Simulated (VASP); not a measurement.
Wanted: the native input for a VASP 6.6.1 run.

- Task: relaxation of cell and atoms
- Functional: PBE
- Potentials or basis: VASP PAW PBE potentials, release 64 (Zn)
- Cutoff: 600 eV
- k mesh: 18 × 18 × 10
- Occupations: gaussian, width 0.1 eV
- Spin: no spin polarisation
- Dipole correction: no
- Further INCAR settings: ALGO = Fast; EDIFF = 1e-07; IBRION = 2; EDIFFG = -0.005; NSW = 100; ISIF = 3

The structure of Zn lies in POSCAR:

```
Zn
1.0
    2.7883560000      0.0000000000      0.0000000000
   -1.3941780000      2.4147880000      0.0000000000
    0.0000000000      0.0000000000      4.5533670000
Zn
2
Direct
    0.0000000000      0.0000000000      0.0000000000
    0.3333333300      0.6666666700      0.5000000000
```

These files were run (other wordings do the same):

INCAR

```
SYSTEM = Zn
PREC = Accurate ; ENCUT = 600
EDIFF = 1E-7 ; ISMEAR = 0
SIGMA = 0.1 ; LREAL = .FALSE.
LASPH = .TRUE. ; NELM = 60
ALGO = Fast ; ISIF = 3
LWAVE = .FALSE. ; LCHARG = .FALSE.
GGA = PE ; IBRION = 2
NSW = 100 ; EDIFFG = -0.005
```

KPOINTS

```
regular mesh
0
G
  18 18 10
  0 0 0
```

Potentials or basis: VASP PAW PBE potentials, release 64 (Zn).

Command:

```bash
$ cat potpaw_PBE.64/Zn/POTCAR > POTCAR
$ mpirun -np 1 vasp_std > vasp.out
```

It gave:

```json
{
 "Relaxed volume": "15.38 Å³/atom",
 "Relaxed cell": "a = 2.639 Å, b = 2.639 Å, c = 5.098 Å, α = 90.00°, β = 90.00°, γ = 120.00°",
 "Space group after relaxing (to 0.05 Å)": "P6_3/mmc (No. 194)",
 "Energy gained by relaxing": "19.4 meV/atom",
 "Ionic steps": "38",
 "Pressure after relaxing": "0.0 GPa",
 "Band gap on the k mesh": "zero (band 12 reaches 4.78 eV, above the bottom of band 13 at -0.46 eV)"
}
```

Wall time 14 min on 1 thread of Intel(R) Xeon(R) 6975P-C (Granite Rapids) (shared host), peak memory 0.26 GiB.
